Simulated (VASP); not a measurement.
The system is SiO2.

```
Si O
1.0
     4.97090    0.00000    0.00000
     0.00000    4.97090    0.00000
     0.00000    0.00000    6.92780
Si O
4 8
Direct
  0.30547 0.30547 0.00000
  0.19453 0.80547 0.25000
  0.69453 0.69453 0.50000
  0.80547 0.19453 0.75000
  0.23646 0.11679 0.18522
  0.38321 0.73646 0.43522
  0.76354 0.88321 0.68522
  0.61679 0.26354 0.93522
  0.73646 0.38321 0.56478
  0.88321 0.76354 0.31478
  0.26354 0.61679 0.06478
  0.11679 0.23646 0.81478
```

Base run:

| Quantity | Value |
| --- | --- |
| Program | VASP 6.6.1 |
| Functional | r2SCAN |
| Potentials or basis | VASP PAW PBE potentials, release 64 (Si, O) |
| Cutoff | 520 eV |
| k mesh | 5 × 5 × 4 |
| Occupations | fermi-dirac, width 0.02 eV |
| Spin | no spin polarisation |

Its results: band gap on the k mesh 6.27 eV; pressure -3.3 GPa; largest force 0.294 eV/Å.

Problem. The run is repeated on the same cell with these changes: functional from r2SCAN to PBE; further incar settings from ALGO = Normal; EDIFF = 1e-08; NBANDS = 44 to ALGO = Normal; EDIFF = 1e-06; NBANDS = 44. What comes out?

Solution. Band gap on the k mesh 5.62 eV; pressure 1.4 GPa; largest force 0.018 eV/Å.

Caveats: the cell stands under tension (at least some runs); the PAW data sets were made with another functional, which shifts forces and pressure a little (at least some runs).

A k mesh can miss the band edges.
